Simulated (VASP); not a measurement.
# GaSb (F-43m) in VASP: further runs

The runs below take GaSb through phonons, with r2SCAN.

Program: VASP 6.6.1. These are calculated values, not measurements. Logs are shortened: lines on timing, memory, paths and dates and some standing lists are left out, and cuts for length are marked.

**1. The cell of the first run**

It takes space group F-43m (No. 216, cubic). The conventional cell has a = 6.003 Å, b = 6.003 Å, c = 6.003 Å, α = 90.00°, β = 90.00°, γ = 90.00°. Ga (site symmetry -43m) has 4 Sb at 2.60 Å within 3.4 Å. Within 3.4 Å of Sb (site symmetry -43m) lie 4 Ga at 2.60 Å.

**2. Phonons, r2SCAN**

Contents of INCAR:

```
SYSTEM = GaSb
PREC = Accurate ; ENCUT = 520
EDIFF = 1E-8 ; ISMEAR = 0
SIGMA = 0.01 ; LREAL = .False.
LASPH = .True. ; NELM = 60
ALGO = Normal ; ISIF = 2
LWAVE = .False. ; LCHARG = .False.
METAGGA = R2SCAN ; LMIXTAU = .True.
NBANDS = 16 ; IBRION = 6
NFREE = 2 ; POTIM = 0.015
NSW = 1
```

Contents of KPOINTS:

```
Automatic mesh
0
Gamma
  6 6 6
  0 0 0
```

Contents of POSCAR:

```
GaSb
1.0
    3.0013132358      3.0013132358      0.0000000000
   -3.0013132358      3.0013132358      0.0000000000
    0.0000000000      3.0013132358      3.0013132358
Ga Sb
1 1
Direct
    0.0000000000      0.0000000000      0.0000000000
    0.7500000000      0.2500000000      0.5000000000
```

Potentials or basis: VASP PAW PBE potentials, release 64 (Ga_d, Sb).

On the command line:

```sh
> cat potpaw_PBE.64/Ga_d/POTCAR potpaw_PBE.64/Sb/POTCAR > POTCAR
> mpirun -np 1 vasp_std > vasp.out
```

OUTCAR:

```text
SYSTEM = GaSb
   PREC = Accurate
   ENCUT = 520
   EDIFF = 1E-8
   ISMEAR = 0
   LREAL = .False.
   LASPH = .True.
   NELM = 60
   ISIF = 2
   METAGGA = R2SCAN
   IBRION = 6
   NFREE = 2
   POTIM = 0.015
   NSW = 1

 ion  position               nearest neighbor table
   1  0.000  0.000  0.000-   2 2.60   2 2.60   2 2.60   2 2.60
   2  0.750  0.250  0.500-   1 2.60   1 2.60   1 2.60   1 2.60

  LATTYP: Found a face centered cubic cell.
 ALAT       =     6.0026264716

  Lattice vectors:

 A1 = (   0.0000000000,   3.0013132358,   3.0013132358)
 A2 = (   3.0013132358,   0.0000000000,   3.0013132358)
 A3 = (   3.0013132358,   3.0013132358,   0.0000000000)

Analysis of symmetry for initial positions (statically):
=====================================================================
 Subroutine PRICEL returns:
 Original cell was already a primitive cell.

 Routine SETGRP: Setting up the symmetry group for a
 face centered cubic supercell.

 Subroutine GETGRP returns: Found 24 space group operations
 (whereof 24 operations were pure point group operations)
 out of a pool of 48 trial point group operations.

The static configuration has the point symmetry T_d .

Analysis of symmetry for dynamics (positions and initial velocities):
=====================================================================
 Subroutine PRICEL returns:
 Original cell was already a primitive cell.

 Routine SETGRP: Setting up the symmetry group for a
 face centered cubic supercell.

 Subroutine GETGRP returns: Found 24 space group operations
 (whereof 24 operations were pure point group operations)
 out of a pool of 48 trial point group operations.

The dynamic configuration has the point symmetry T_d .

 Subroutine INISYM returns: Found 24 space group operations
 (whereof 24 operations are pure point group operations),
 and found     1 'primitive' translations

----------------------------------------------------------------------------------------

                                     Primitive cell

  volume of cell :      54.0709

  direct lattice vectors                    reciprocal lattice vectors
     3.001313236  3.001313236  0.000000000     0.166593741  0.166593741 -0.166593741
    -3.001313236  3.001313236  0.000000000    -0.166593741  0.166593741 -0.166593741
     0.000000000  3.001313236  3.001313236     0.000000000  0.000000000  0.333187482

  length of vectors
     4.244497883  4.244497883  4.244497883     0.288548824  0.288548824  0.333187482

  position of ions in fractional coordinates (direct lattice)
     0.000000000  0.000000000  0.000000000
     0.750000000  0.250000000  0.500000000

  ion indices of the primitive-cell ions
   primitive index   ion index
                 1           1
                 2           2

----------------------------------------------------------------------------------------

 KPOINTS: Automatic mesh

Automatic generation of k-mesh.
 Grid dimensions read from file:
 generate k-points for:    6    6    6

 Generating k-lattice:

  Cartesian coordinates                     Fractional coordinates (reciprocal lattice)
     0.027765624  0.027765624 -0.027765624     0.166666667  0.000000000  0.000000000
    -0.027765624  0.027765624 -0.027765624     0.000000000  0.166666667  0.000000000
     0.000000000  0.000000000  0.055531247     0.000000000  0.000000000  0.166666667

  Length of vectors
     0.048091471  0.048091471  0.055531247

  Shift w.r.t. Gamma in fractional coordinates (k-lattice)
     0.000000000  0.000000000  0.000000000

 Subroutine IBZKPT returns following result:
 ===========================================

 Found     16 irreducible k-points:

 Following reciprocal coordinates:
            Coordinates               Weight
  0.000000  0.000000  0.000000      1.000000
  0.166667  0.000000  0.000000      8.000000
  0.333333  0.000000  0.000000      8.000000
  0.500000  0.000000  0.000000      4.000000
  0.166667  0.166667  0.000000     12.000000
  0.333333  0.166667  0.000000     24.000000
[... 8 lines left out ...]
  0.500000  0.333333  0.166667     24.000000
  0.500000  0.500000  0.166667     12.000000
   k-points           NKPTS =     16   k-points in BZ     NKDIM =     16   number of bands    NBANDS=     16
   number of dos      NEDOS =    301   number of ions     NIONS =      2
   total plane-waves  NPLWV =  32768
   dimension x,y,z NGX =    32 NGY =   32 NGZ =   32
   dimension x,y,z NGXF=    64 NGYF=   64 NGZF=   64
   ions per type =               1   1
   NGX,Y,Z   is equivalent  to a cutoff of  12.53, 12.53, 12.53 a.u.
   NGXF,Y,Z  is equivalent  to a cutoff of  25.07, 25.07, 25.07 a.u.
 SYSTEM =  GaSb
   PREC   = accura    normal or accurate (medium, high low for compatibility)
   ISTART =      0    job   : 0-new  1-cont  2-samecut
   ICHARG =      2    charge: 1-file 2-atom 10-const
   ISPIN  =      1    spin polarized calculation?
   LNONCOLLINEAR =      F non collinear calculations
   LSORBIT =      F    spin-orbit coupling
   LASPH  =      T    aspherical Exc in radial PAW
   ENCUT  =  520.0 eV  38.22 Ry    6.18 a.u.   7.89  7.89  7.89*2*pi/ulx,y,z
   NELM   =     60;   NELMIN=  2; NELMDL= -5     # of ELM steps
   EDIFF  = 0.1E-07   stopping-criterion for ELM
   LREAL  =      F    real-space projection
   EDIFFG = 0.1E-06   stopping-criterion for IOM
   NSW    =     61    number of steps for IOM
   IBRION =      6    ionic relax: 0-MD 1-quasi-New 2-CG
   NFREE  =      2    steps in history (QN), initial steepest desc. (CG)
   ISIF   =      2    stress and relaxation
   ISYM   =      2    0-nonsym 1-usesym 2-fastsym
   POTIM  = 0.0150    time-step for ionic-motion
   TEBEG  =    0.0;   TEEND  =   0.0 temperature during run
   PSTRESS=    0.0 pullay stress
   NELECT =      18.0000    total number of electrons
   NUPDOWN=      -1.0000    fix difference up-down
   EMIN   =  10.00;   EMAX   =-10.00  energy-range for DOS
   EFERMI =   0.00;   METHOD = LEGACY
   ISMEAR =     0;   SIGMA  =   0.01  broadening in eV -4-tet -1-fermi 0-gaus
   EFERMI_NEDOS =   21; number of points for ismear=-14 and -15
   IALGO  =     38    algorithm
   IMIX   =      4    mixing-type and parameters
     AMIX     =   0.40;   BMIX     =  1.00
     AMIX_MAG =   1.60;   BMIX_MAG =  1.00
  volume/ion in A,a.u.               =      27.04       182.44
  Fermi-wavevector in a.u.,A,eV,Ry     =   1.134604  2.144091 17.515139  1.287326
  Thomas-Fermi vector in A             =   2.271308
   LORBIT       =      0    0 simple, 1 ext, 2 COOP (PROOUT), +10 PAW based schemes
   METAGGA = R2SCAN    functional components
   LHFCALC =     F    Hartree Fock is set to
   AEXX    =    0.0000 exact exchange contribution
   IVDW    =     0    specifies the selected vdW correction
   LEPSILON=     F    determine dielectric tensor
   LRPA    =     F    only Hartree local field effects (RPA)
 finite differences with symmetry
 non-spin polarized calculation
 Gauss-broadening in eV      SIGMA  =   0.01
  energy-cutoff  :      520.00
  volume of cell :       54.07
 maximum number of plane-waves:      1470
   NGX = 15   NGY = 15   NGZ = 15

--------------------------------------- Ionic step        1  -------------------------------------------

 number of electron      18.0000005 magnetization

 Free energy of the ion-electron system (eV)
  ---------------------------------------------------
  ext. energy  EPLUGINS =         0.00000000
  ---------------------------------------------------
  free energy    TOTEN  =       -37.53531477 eV

  energy without entropy =      -37.53531477  energy(sigma->0) =      -37.53531477

------------------------ aborting loop because EDIFF is reached ----------------------------------------

  FORCE on cell =-STRESS in cart. coord.  units (eV):
  Direction    XX          YY          ZZ          XY          YZ          ZX
  --------------------------------------------------------------------------------------
  -------------------------------------------------------------------------------------
  Total        1.3856658      1.3856658      1.3856658      0.0000000      0.0000000     -0.0000000
  in kB       41.0586936     41.0586936     41.0586936      0.0000000      0.0000000     -0.0000000
  external PRESSURE =      41.0586936 kB  Pullay stress =       0.0000000 kB
[... 129 lines left out ...]
  energy  without entropy=      -37.5342270175  energy(sigma->0) =      -37.53422702

--------------------------------------- Ionic step        5  -------------------------------------------

 number of electron      18.0000005 magnetization

 Free energy of the ion-electron system (eV)
  ---------------------------------------------------
  ext. energy  EPLUGINS =         0.00000000
  ---------------------------------------------------
  free energy    TOTEN  =       -37.53422402 eV

  energy without entropy =      -37.53422402  energy(sigma->0) =      -37.53422402

 E-fermi :   5.4440     XC(G=0):  -9.9862

 val. band max:        5.3516681927   @ k =   0.0000   0.0000   0.0000
 cond. band min:       6.1023702898   @ k =   0.0000   0.5000   0.5000
 fundamental gap:      0.7507020972
 Fermi energy:         5.4440304597

 k-point     1 :       0.0000    0.0000    0.0000
  band No.  band energies     occupation
      1     -10.3282      2.00000
      2     -10.3265      2.00000
      3     -10.3246      2.00000
      4     -10.2598      2.00000
      5     -10.2597      2.00000
      6      -7.0595      2.00000
[... 8 lines left out ...]
     15      14.4179      0.00000
     16      14.4182      0.00000
[... 420 lines left out ...]
  band No.  band energies     occupation
      1     -10.3648      2.00000
      2     -10.3102      2.00000
      3     -10.3086      2.00000
      4     -10.2616      2.00000
      5     -10.2607      2.00000
      6      -5.2955      2.00000
[... 8 lines left out ...]
     15      14.2204      0.00000
     16      15.9036      0.00000

 [... further k-points ...]
[... 5 lines left out ...]
  --------------------------------------------------------------------------------------
  -------------------------------------------------------------------------------------
  Total        1.3857214      1.3884199      1.3884199      0.0000000     -0.1386647      0.0000000
  in kB       41.0603404     41.1402985     41.1402985      0.0000000     -4.1087755      0.0000000
  external PRESSURE =      41.1136458 kB  Pullay stress =       0.0000000 kB
[... 17 lines left out ...]
  FREE ENERGIE OF THE ION-ELECTRON SYSTEM (eV)
  ---------------------------------------------------
  free  energy   TOTEN  =       -37.5342240212 eV

  energy  without entropy=      -37.5342240212  energy(sigma->0) =      -37.53422402

 INTERNAL STRAIN TENSORS FROM DISPLACED ATOMS
 ============================================

 INTERNAL STRAIN TENSOR FOR ION    1 for displacements in x,y,z  (eV/Angst):
          X           Y           Z          XY          YZ          ZX
  --------------------------------------------------------------------------------
  x    -0.00000     0.00000     0.00000     0.00000    -8.99863     0.00000
  y    -0.00000     0.00000    -0.00000     0.00000     0.00000    -8.99863
  z     0.00000     0.00000    -0.00000    -8.99863     0.00000     0.00000

 INTERNAL STRAIN TENSOR FOR ION    2 for displacements in x,y,z  (eV/Angst):
          X           Y           Z          XY          YZ          ZX
  --------------------------------------------------------------------------------
  x     0.00000    -0.00000    -0.00000     0.00000     9.21887     0.00000
  y     0.00000     0.00000     0.00000     0.00000     0.00000     9.21887
  z    -0.00000    -0.00000     0.00000     9.21887     0.00000     0.00000

 Eigenvectors and eigenvalues of the dynamical matrix
 ----------------------------------------------------

   1 f  =    7.294739 THz    45.834198 2PiTHz  243.326307 cm-1    30.168603 meV
             X         Y         Z           dx          dy          dz
      0.000000  0.000000  0.000000     0.166120   -0.779375    0.000000
      1.500657  4.501970  1.500657    -0.125939    0.590862   -0.000000

   2 f  =    7.294739 THz    45.834198 2PiTHz  243.326307 cm-1    30.168603 meV
             X         Y         Z           dx          dy          dz
      0.000000  0.000000  0.000000     0.000000   -0.000000    0.796883
      1.500657  4.501970  1.500657     0.000000   -0.000000   -0.604134
[... 11 lines left out ...]
   5 f/i=    0.006352 THz     0.039908 2PiTHz    0.211867 cm-1     0.026268 meV
             X         Y         Z           dx          dy          dz
      0.000000  0.000000  0.000000     0.557815    0.230115   -0.029458
      1.500657  4.501970  1.500657     0.735785    0.303533   -0.038856

   6 f/i=    0.006352 THz     0.039908 2PiTHz    0.211867 cm-1     0.026268 meV
             X         Y         Z           dx          dy          dz
      0.000000  0.000000  0.000000    -0.231980    0.552471   -0.077068
      1.500657  4.501970  1.500657    -0.305993    0.728736   -0.101657

 ELASTIC MODULI CONTR FROM IONIC RELAXATION (kBar)
 Direction    XX          YY          ZZ          XY          YZ          ZX
 --------------------------------------------------------------------------------
 XX          -0.0000      0.0000      0.0000      0.0000     -0.0000     -0.0000
 YY           0.0000     -0.0000      0.0000      0.0000      0.0000      0.0000
 ZZ           0.0000      0.0000     -0.0000     -0.0000      0.0000     -0.0000
 XY           0.0000      0.0000     -0.0000   -254.5683     -0.0000     -0.0000
 YZ          -0.0000      0.0000      0.0000     -0.0000   -254.5683     -0.0000
 ZX          -0.0000      0.0000     -0.0000     -0.0000     -0.0000   -254.5683
 --------------------------------------------------------------------------------
```

It took 3.2 min on 1 thread of Intel Xeon 6975P-C (Granite Rapids), shared host; peak memory 0.24 GiB.

Results:

* Highest phonon frequency at Γ, LO-TO splitting left out: 243 cm⁻¹

Phonon frequencies in cm⁻¹ (negative: imaginary):
| q point | frequencies |
| --- | --- |
| (0.000, 0.000, 0.000) | 0 0 0 243 243 243 |

Caveat: the cell wasn't relaxed at this level first, which shifts response properties; the PAW data sets were made with another functional, which shifts forces and pressure a little; spin-orbit coupling is left out, which moves the levels of the heavy elements.

[end of part 1 of 2]
